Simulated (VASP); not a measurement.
# La3Tl in VASP: a series of runs

Runs on La3Tl. Level: LDA. Tasks: electric field gradients.

Program: VASP 6.6.1. These are calculated values, not measurements. Logs are shortened: lines on timing, memory, paths and dates and some standing lists are left out, and cuts for length are marked.

## (1) The cell of the first run

The structure is trigonal, space group R-3m (No. 166). Conventional cell: a = 7.120 Å, b = 7.120 Å, c = 8.852 Å, α = 90.00°, β = 90.00°, γ = 120.00°. Within 4.7 Å of La (site symmetry 2/m) lie 8 La at 3.56 to 3.60 Å and 4 Tl at 3.56 to 3.60 Å. Tl (site symmetry -3m) has 12 La at 3.56 to 3.60 Å within 4.7 Å.

## (2) Electric field gradients, LDA (equal xy, yz and zx shear strains of +1 %)

INCAR

```
ALGO = Normal
EDIFF = 1E-8
ENCUT = 520
ISIF = 2
ISMEAR = -1
LASPH = True
LCHARG = False
LEFG = True
LREAL = False
LWAVE = False
NBANDS = 31
NELM = 100
PREC = Accurate
SIGMA = 0.08
```

KPOINTS

```
k-points
0
Gamma
  8 8 8
```

POSCAR

```
La3Tl
1.0
    5.0600000000      0.0253000000      0.0253000000
    0.0253000000      5.0600000000      0.0253000000
    0.0253000000      0.0253000000      5.0600000000
La Tl
3 1
Direct
    0.0000000000      0.5000000000      0.5000000000
    0.5000000000      0.0000000000      0.5000000000
    0.5000000000      0.5000000000      0.0000000000
    0.0000000000      0.0000000000      0.0000000000
```

Potentials or basis: VASP PAW LDA potentials, release 64 (La, Tl_d).

Launch:

```console
$ cat potpaw_LDA.64/La/POTCAR potpaw_LDA.64/Tl_d/POTCAR > POTCAR
$ mpirun -np 1 vasp_std > vasp.out
```

OUTCAR:

```text
EDIFF = 1E-8
   ENCUT = 520
   ISIF = 2
   ISMEAR = -1
   LASPH = True
   LREAL = False
   NELM = 100
   PREC = Accurate

 ion  position               nearest neighbor table
   1  0.000  0.500  0.500-   3 3.56   4 3.56   2 3.56   4 3.56   2 3.56   3 3.56   2 3.60   4 3.60
                             3 3.60   4 3.60   3 3.60   2 3.60
   2  0.500  0.000  0.500-   3 3.56   4 3.56   1 3.56   3 3.56   1 3.56   4 3.56   1 3.60   3 3.60
                             3 3.60   4 3.60   4 3.60   1 3.60
   3  0.500  0.500  0.000-   1 3.56   2 3.56   2 3.56   4 3.56   1 3.56   4 3.56   1 3.60   2 3.60
                             2 3.60   4 3.60   1 3.60   4 3.60
   4  0.000  0.000  0.000-   1 3.56   2 3.56   1 3.56   3 3.56   2 3.56   3 3.56   1 3.60   1 3.60
                             2 3.60   3 3.60   2 3.60   3 3.60

  LATTYP: Found a trigonal (rhomboedric) cell.
 ALAT       =     5.0601264984
 COS(alpha) =     0.0100244988

  Lattice vectors:

 A1 = (   5.0600000000,   0.0253000000,   0.0253000000)
 A2 = (   0.0253000000,   5.0600000000,   0.0253000000)
 A3 = (   0.0253000000,   0.0253000000,   5.0600000000)

Analysis of symmetry for initial positions (statically):
=====================================================================
 Subroutine PRICEL returns:
 Original cell was already a primitive cell.

 Routine SETGRP: Setting up the symmetry group for a
 trigonal (rhombohedral) supercell.

 Subroutine GETGRP returns: Found 12 space group operations
 (whereof 12 operations were pure point group operations)
 out of a pool of 12 trial point group operations.

The static configuration has the point symmetry D_3d.

Analysis of symmetry for dynamics (positions and initial velocities):
=====================================================================
 Subroutine PRICEL returns:
 Original cell was already a primitive cell.

 Routine SETGRP: Setting up the symmetry group for a
 trigonal (rhombohedral) supercell.

 Subroutine GETGRP returns: Found 12 space group operations
 (whereof 12 operations were pure point group operations)
 out of a pool of 12 trial point group operations.

The dynamic configuration has the point symmetry D_3d.

 Subroutine INISYM returns: Found 12 space group operations
 (whereof 12 operations are pure point group operations),
 and found     1 'primitive' translations

----------------------------------------------------------------------------------------

                                     Primitive cell

  volume of cell :     129.5445

  direct lattice vectors                    reciprocal lattice vectors
     5.060000000  0.025300000  0.025300000     0.197638291 -0.000983275 -0.000983275
     0.025300000  5.060000000  0.025300000    -0.000983275  0.197638291 -0.000983275
     0.025300000  0.025300000  5.060000000    -0.000983275 -0.000983275  0.197638291

  length of vectors
     5.060126498  5.060126498  5.060126498     0.197643183  0.197643183  0.197643183

  position of ions in fractional coordinates (direct lattice)
     1.000000000  0.500000000  0.500000000
     0.500000000  1.000000000  0.500000000
     0.500000000  0.500000000  0.000000000
     0.000000000  0.000000000  0.000000000

  ion indices of the primitive-cell ions
   primitive index   ion index
                 1           1
                 2           2
                 3           3
                 4           4

----------------------------------------------------------------------------------------

 KPOINTS: k-points

Automatic generation of k-mesh.
 Grid dimensions read from file:
 generate k-points for:    8    8    8

 Generating k-lattice:

  Cartesian coordinates                     Fractional coordinates (reciprocal lattice)
     0.024704786 -0.000122909 -0.000122909     0.125000000 -0.000000000  0.000000000
    -0.000122909  0.024704786 -0.000122909    -0.000000000  0.125000000  0.000000000
[... 47 lines left out ...]
   NGXF,Y,Z  is equivalent  to a cutoff of  26.28, 26.28, 26.28 a.u.
 SYSTEM =  unknown system
   PREC   = accura    normal or accurate (medium, high low for compatibility)
   ISTART =      0    job   : 0-new  1-cont  2-samecut
   ICHARG =      2    charge: 1-file 2-atom 10-const
   ISPIN  =      1    spin polarized calculation?
   LNONCOLLINEAR =      F non collinear calculations
   LSORBIT =      F    spin-orbit coupling
   LASPH  =      T    aspherical Exc in radial PAW
   ENCUT  =  520.0 eV  38.22 Ry    6.18 a.u.   9.41  9.41  9.41*2*pi/ulx,y,z
   NELM   =    100;   NELMIN=  2; NELMDL= -5     # of ELM steps
   EDIFF  = 0.1E-07   stopping-criterion for ELM
   LREAL  =      F    real-space projection
   EDIFFG = 0.1E-06   stopping-criterion for IOM
   NSW    =      0    number of steps for IOM
   IBRION =     -1    ionic relax: 0-MD 1-quasi-New 2-CG
   NFREE  =      0    steps in history (QN), initial steepest desc. (CG)
   ISIF   =      2    stress and relaxation
   ISYM   =      2    0-nonsym 1-usesym 2-fastsym
   POTIM  = 0.5000    time-step for ionic-motion
   TEBEG  =    0.0;   TEEND  =   0.0 temperature during run
   PSTRESS=    0.0 pullay stress
   NELECT =      46.0000    total number of electrons
   NUPDOWN=      -1.0000    fix difference up-down
   EMIN   =  10.00;   EMAX   =-10.00  energy-range for DOS
   EFERMI =   0.00;   METHOD = LEGACY
   ISMEAR =    -1;   SIGMA  =   0.08  broadening in eV -4-tet -1-fermi 0-gaus
   EFERMI_NEDOS =   21; number of points for ismear=-14 and -15
   IALGO  =     38    algorithm
   IMIX   =      4    mixing-type and parameters
     AMIX     =   0.40;   BMIX     =  1.00
     AMIX_MAG =   1.60;   BMIX_MAG =  1.00
  volume/ion in A,a.u.               =      32.39       218.55
  Fermi-wavevector in a.u.,A,eV,Ry     =   1.159278  2.190719 18.285229  1.343926
  Thomas-Fermi vector in A             =   2.295873
   LORBIT       =      0    0 simple, 1 ext, 2 COOP (PROOUT), +10 PAW based schemes
   GGA     = CA    functional components
   LHFCALC =     F    Hartree Fock is set to
   AEXX    =    0.0000 exact exchange contribution
   IVDW    =     0    specifies the selected vdW correction
   LEPSILON=     F    determine dielectric tensor
   LRPA    =     F    only Hartree local field effects (RPA)
 non-spin polarized calculation
  energy-cutoff  :      520.00
  volume of cell :      129.54
 maximum number of plane-waves:      3515
 NGX is ok and might be reduce to    40
   NGX = 19   NGY = 19   NGZ = 19

 number of electron      46.0000000 magnetization

 Free energy of the ion-electron system (eV)
  ---------------------------------------------------
  ext. energy  EPLUGINS =         0.00000000
  ---------------------------------------------------
  free energy    TOTEN  =       -20.82416852 eV

  energy without entropy =      -20.70075415  energy(sigma->0) =      -20.76246133

 E-fermi :   8.0800     XC(G=0): -10.2449

 val. band max:        8.0789918600   @ k =   0.2500   0.2500   0.2500
 cond. band min:       8.0951560282   @ k =  -0.3750  -0.3750   0.1250
 fundamental gap:      0.0161641682
 Fermi energy:         8.0799940022

 k-point     1 :       0.0000    0.0000    0.0000
  band No.  band energies     occupation
      1     -24.6737      2.00000
      2     -24.3420      2.00000
      3     -24.3420      2.00000
      4      -9.0073      2.00000
      5      -8.9512      2.00000
      6      -8.9512      2.00000
[... 805 lines left out ...]
     30       9.5756      0.00000
     31       9.7368      0.00000

 [... further k-points ...]

------------------------ aborting loop because EDIFF is reached ----------------------------------------

  FORCE on cell =-STRESS in cart. coord.  units (eV):
  Direction    XX          YY          ZZ          XY          YZ          ZX
  --------------------------------------------------------------------------------------
  -------------------------------------------------------------------------------------
  Total       -2.9355198     -2.9355198     -2.9355198     -0.1563758     -0.1563758     -0.1563758
  in kB      -36.3058419    -36.3058419    -36.3058419     -1.9340201     -1.9340201     -1.9340201
  external PRESSURE =     -36.3058419 kB  Pullay stress =       0.0000000 kB

 VOLUME and BASIS-vectors are now :
 -----------------------------------------------------------------------------
  energy-cutoff  :      520.00
  volume of cell :      129.54
      direct lattice vectors                 reciprocal lattice vectors
     5.060000000  0.025300000  0.025300000     0.197638291 -0.000983275 -0.000983275
     0.025300000  5.060000000  0.025300000    -0.000983275  0.197638291 -0.000983275
     0.025300000  0.025300000  5.060000000    -0.000983275 -0.000983275  0.197638291

 POSITION                                       TOTAL-FORCE (eV/Angst)
 -----------------------------------------------------------------------------------
      0.02530      2.54265      2.54265        -0.000000      0.000000      0.000000
      2.54265      0.02530      2.54265         0.000000     -0.000000     -0.000000
      2.54265      2.54265      0.02530        -0.000000      0.000000     -0.000000
      0.00000      0.00000      0.00000         0.000000      0.000000     -0.000000
 -----------------------------------------------------------------------------------
    total drift:                                0.000000     -0.000000     -0.000000

  FREE ENERGIE OF THE ION-ELECTRON SYSTEM (eV)
  ---------------------------------------------------
  free  energy   TOTEN  =       -20.8241685151 eV

  energy  without entropy=      -20.7007541530  energy(sigma->0) =      -20.76246133

 Electric field gradients (V/A^2)
---------------------------------------------------------------------
 ion       V_xx      V_yy      V_zz      V_xy      V_xz      V_yz
---------------------------------------------------------------------
   1     127.403   -63.702   -63.702    -5.978    -5.978     4.793
   2     -63.702   127.403   -63.702    -5.978     4.793    -5.978
   3     -63.702   -63.702   127.403     4.793    -5.978    -5.978
   4       0.000     0.000     0.000     6.208     6.208     6.208
---------------------------------------------------------------------

 Electric field gradients after diagonalization (V/A^2)
 (convention: |V_zz| > |V_xx| > |V_yy|)
----------------------------------------------------------------------
 ion       V_xx      V_yy      V_zz     asymmetry (V_yy - V_xx)/ V_zz
----------------------------------------------------------------------
   1     -68.495   -59.292   127.786       0.072
   2     -68.495   -59.292   127.786       0.072
   3     -68.495   -59.292   127.786       0.072
   4      -6.208    -6.208    12.417       0.000
----------------------------------------------------------------------

           NMR quadrupolar parameters

 Cq : quadrupolar parameter    Cq=e*Q*V_zz/h
 eta: asymmetry parameters     (V_yy - V_xx)/ V_zz
 Q  : nuclear electric quadrupole moment in mb (millibarn)
----------------------------------------------------------------------
 ion       Cq(MHz)       eta       Q (mb)
----------------------------------------------------------------------
   1       0.309       0.072       1.000
   2       0.309       0.072       1.000
   3       0.309       0.072       1.000
   4       0.030       0.000       1.000
----------------------------------------------------------------------
```

Wall time 8.1 min (1 thread of Intel Xeon 8259CL, shared host); peak memory 0.39 GiB.

What came out:

- Free energy: -20.8242 eV
- Pressure: -3.6 GPa
- Band gap on the k mesh: zero (bands 23 and 24 overlap by 1.08 eV)
- Largest electric field gradient by atom: La +127.8; Tl +12.4 V/Å²

Electric field gradients, principal values (V/Å²):
```tsv
atom	least	middle	greatest (by size)
1 La	-59.292	-68.495	127.786
2 La	-59.292	-68.495	127.786
3 La	-59.292	-68.495	127.786
4 Tl	-6.208	-6.208	12.417
```

Caveat: the cell differs from its parent crystal (equal xy, yz and zx shear strains of +1 %); the cell stands under tension; without QUAD_EFG the Cq values of the log hold for a quadrupole moment of 1 mb, not for the nuclei; spin-orbit coupling is left out, which moves the levels of the heavy elements.

## (3) Electric field gradients, LDA (30.45 Å³/atom)

This run uses another cell than the first one, of 30.45 Å³/atom.

INCAR

```
PREC = Accurate ; ENCUT = 520
EDIFF = 1E-8 ; ISMEAR = -1
SIGMA = 0.08 ; LREAL = F
LASPH = T ; NELM = 80
ALGO = Normal ; ISIF = 2
LWAVE = F ; LCHARG = F
LEFG = T ; NBANDS = 31
```

KPOINTS

```
regular mesh
0
Gamma
  8 8 8
```

POSCAR

```
La3Tl
1.0
    4.9567057101      0.0000000000      0.0000000000
    0.0000000000      4.9567057101      0.0000000000
    0.0000000000      0.0000000000      4.9567057101
La Tl
3 1
Direct
    0.0000000000      0.5000000000      0.5000000000
    0.5000000000      0.0000000000      0.5000000000
    0.5000000000      0.5000000000      0.0000000000
    0.0000000000      0.0000000000      0.0000000000
```

Potentials or basis: VASP PAW LDA potentials, release 64 (La, Tl_d).

Launch:

```console
$ cat potpaw_LDA.64/La/POTCAR potpaw_LDA.64/Tl_d/POTCAR > POTCAR
$ mpirun -np 1 vasp_std > vasp.out
```

OUTCAR:

```text
PREC = Accurate
   ENCUT = 520
   EDIFF = 1E-8
   ISMEAR = -1
   LREAL = F
   LASPH = T
   NELM = 80
   ISIF = 2

 ion  position               nearest neighbor table
   1  0.000  0.500  0.500-   2 3.50   3 3.50   4 3.50   3 3.50   4 3.50   2 3.50   4 3.50   4 3.50
                             2 3.50   3 3.50   3 3.50   2 3.50
   2  0.500  0.000  0.500-   1 3.50   3 3.50   4 3.50   3 3.50   4 3.50   1 3.50   3 3.50   3 3.50
                             1 3.50   4 3.50   4 3.50   1 3.50
   3  0.500  0.500  0.000-   1 3.50   2 3.50   4 3.50   1 3.50   2 3.50   2 3.50   4 3.50   2 3.50
                             1 3.50   4 3.50   1 3.50   4 3.50
   4  0.000  0.000  0.000-   1 3.50   2 3.50   3 3.50   1 3.50   2 3.50   1 3.50   3 3.50   1 3.50
                             2 3.50   3 3.50   2 3.50   3 3.50

  LATTYP: Found a simple cubic cell.
 ALAT       =     4.9567057101

  Lattice vectors:

 A1 = (   4.9567057101,   0.0000000000,   0.0000000000)
 A2 = (   0.0000000000,   4.9567057101,   0.0000000000)
 A3 = (   0.0000000000,   0.0000000000,   4.9567057101)

Analysis of symmetry for initial positions (statically):
=====================================================================
 Subroutine PRICEL returns:
[... 1023 lines left out ...]
      2.47835      2.47835      0.00000         0.000000      0.000000      0.000000
      0.00000      0.00000      0.00000         0.000000      0.000000      0.000000
 -----------------------------------------------------------------------------------
    total drift:                                0.000000     -0.000000     -0.000000

  FREE ENERGIE OF THE ION-ELECTRON SYSTEM (eV)
  ---------------------------------------------------
  free  energy   TOTEN  =       -20.9477312429 eV

  energy  without entropy=      -20.8320740440  energy(sigma->0) =      -20.88990264

 Electric field gradients (V/A^2)
---------------------------------------------------------------------
 ion       V_xx      V_yy      V_zz      V_xy      V_xz      V_yz
---------------------------------------------------------------------
   1     149.059   -74.530   -74.530     0.000     0.000     0.000
   2     -74.530   149.059   -74.530     0.000     0.000    -0.000
   3     -74.530   -74.530   149.059     0.000     0.000    -0.000
   4       0.000    -0.000    -0.000     0.000     0.000    -0.000
---------------------------------------------------------------------

 Electric field gradients after diagonalization (V/A^2)
 (convention: |V_zz| > |V_xx| > |V_yy|)
----------------------------------------------------------------------
 ion       V_xx      V_yy      V_zz     asymmetry (V_yy - V_xx)/ V_zz
----------------------------------------------------------------------
   1     -74.530   -74.530   149.059       0.000
   2     -74.530   -74.530   149.059       0.000
   3     -74.530   -74.530   149.059       0.000
   4      -0.000     0.000    -0.000      -0.094
----------------------------------------------------------------------

           NMR quadrupolar parameters

 Cq : quadrupolar parameter    Cq=e*Q*V_zz/h
 eta: asymmetry parameters     (V_yy - V_xx)/ V_zz
 Q  : nuclear electric quadrupole moment in mb (millibarn)
----------------------------------------------------------------------
 ion       Cq(MHz)       eta       Q (mb)
----------------------------------------------------------------------
   1       0.360       0.000       1.000
   2       0.360       0.000       1.000
   3       0.360       0.000       1.000
   4      -0.000      -0.094       1.000
----------------------------------------------------------------------
```

Run time: 90 s. Hardware: 1 thread of Intel Xeon 6975P-C (Granite Rapids), shared host; peak memory 0.27 GiB.

Results:

```yaml
Free_energy: -20.9477 eV
Pressure: -1.3 GPa
Band_gap_on_the_k_mesh: zero (bands 23 and 24 overlap by 1.21 eV)
Largest_electric_field_gradient_by_atom: La +149.1; Tl -0.0 V/Å²
```

Levels at points of the mesh, in eV from the Fermi level:
| k point | band 21 | band 22 | band 23 | band 24 | band 25 | band 26 |
| --- | --- | --- | --- | --- | --- | --- |
| (0.00, 0.00, 0.00) | -0.90 | -0.90 | -0.82 | -0.82 | 0.83 | 0.83 |
| (0.50, 0.00, 0.00) | -0.79 | -0.79 | -0.70 | 0.75 | 1.09 | 1.10 |
| (0.50, 0.50, 0.00) | -1.31 | -0.12 | -0.12 | 0.33 | 0.72 | 1.07 |
| (0.50, 0.50, 0.50) | -1.06 | 0.39 | 0.39 | 0.39 | 1.19 | 1.38 |

Electric field gradients, principal values (V/Å²):
```
atom    least   middle  greatest (by size)
1 La  -74.530  -74.530             149.059
2 La  -74.530  -74.530             149.059
3 La  -74.530  -74.530             149.059
4 Tl    0.000    0.000               0.000
```

Caveat: without QUAD_EFG the Cq values of the log hold for a quadrupole moment of 1 mb, not for the nuclei; spin-orbit coupling is left out, which moves the levels of the heavy elements.
